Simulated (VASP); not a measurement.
A run of VASP 6.6.1:

File INCAR:

```
SYSTEM = Ir
PREC = Accurate
ENCUT = 520
EDIFF = 1E-6
ISMEAR = -1
SIGMA = 0.05
LREAL = .FALSE.
LASPH = .TRUE.
NELM = 80
ALGO = Normal
ISIF = 2
LWAVE = .FALSE.
LCHARG = .TRUE.
GGA = CA
LELF = .TRUE.
LVHAR = .TRUE.
NBANDS = 10
```

File KPOINTS:

```
regular mesh
0
G
  10 10 10
  0 0 0
```

The input POSCAR:

```
Ir
1.0
    2.6949375958      0.0000000000      0.0000000000
    1.3474687979      2.3338844196      0.0000000000
    1.3474687979      0.7779614732      2.2004073328
Ir
1
Direct
    0.0000000000      0.0000000000      0.0000000000
```

Potentials or basis: VASP PAW LDA potentials, release 64 (Ir).

Run with:

```sh
$ cat potpaw_LDA.64/Ir/POTCAR > POTCAR
$ mpirun -np 1 vasp_std > vasp.out
```

Hardware: 1 thread of Intel Xeon 8259CL (shared host).

Question: How long does it take, and how much memory?

Answer: Run time: 8.6 s on 1 thread of Intel Xeon 8259CL (shared host), peak memory 0.13 GiB. Counts: scf iterations 11, k points 47.
